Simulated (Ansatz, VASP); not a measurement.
One calculation of PtSe2, two programs

INCAR

```
SYSTEM = PtSe2
PREC = Accurate
ENCUT = 520
EDIFF = 1E-7
ISMEAR = 0
SIGMA = 0.05
LREAL = .False.
LASPH = .True.
NELM = 80
ALGO = Normal
ISIF = 2
LWAVE = .False.
LCHARG = .True.
GGA = PE
LELF = .True.
LVHAR = .True.
NBANDS = 18
```

Contents of KPOINTS:

```
Automatic mesh
0
Gamma
  12 12 4
  0 0 0
```

Contents of POSCAR:

```
PtSe2
1.0
    3.8079369642      0.0000000000      0.0000000000
   -1.9039684821      3.2490346276      0.0000000000
    0.0000000000      0.0000000000      6.5268785481
Pt Se
1 2
Direct
    0.0000000000      0.0000000000      0.0000000000
    0.3333333333      0.6666666667      0.2001869949
    0.6666666667      0.3333333333      0.7998130051
```

Input for Ansatz:

```yaml
crystal:
  lattice:
    - [3.8079369642, 0.0, 0.0]
    - [-1.9039684821, 3.2490346276, 0.0]
    - [0.0, 0.0, 6.5268785481]
  atoms:
    - { symbol: Pt, position: [0.0, 0.0, 0.0] }
    - { symbol: Se, position: [0.3333333333, 0.6666666667, 0.2001869949] }
    - { symbol: Se, position: [0.6666666667, 0.3333333333, 0.7998130051] }
basis:
  ecutwfc: 420
kpoints:
  mp_grid: { grid: [12, 12, 4] }
hamiltonian:
  xc: pbe
scf:
  occupations: { method: gaussian, width: 0.05 }
output:
  forces: true
  stress: true
  eigenvalues: true
```

Change from the starting cell: strain +0.0150 x Voigt [1, 0, 0, 0, 0, 0], atoms carried along.

Alike in both runs: task single point; functional PBE; k mesh 12 × 12 × 4; occupations gaussian, width 0.05 eV; no spin polarisation.

|  | VASP | Ansatz |
| --- | --- | --- |
| version | VASP 6.6.1 | Ansatz 0.2.0 |
| potentials or method | VASP PAW PBE potentials, release 64 (Pt, Se), cutoff 520 eV | scalar-relativistic, plane waves, PAW |
| valence electrons in the cell | 22 | 50 |

```tsv
	VASP	Ansatz	Ansatz less VASP
gap on the k mesh at the Fermi level (eV)	0.82	0.83	+0.011
least direct gap on the mesh (eV)	0.98	0.99	+0.011
pressure (GPa)	-1.5	-1.4	+0.04
traceless stress, the component that is largest in VASP (GPa)	-1.07	-1.07	+0.004
rms of the force components (eV/Å)	0.086	0.084	-0.0014
```

Atom by atom the forces differ by 0.001 eV/Å (rms over components). VASP's potentials hold 22 valence electrons a cell and Ansatz's 50, so a difference there can come from the potentials and not from the codes.

Neither program's run includes spin-orbit coupling.
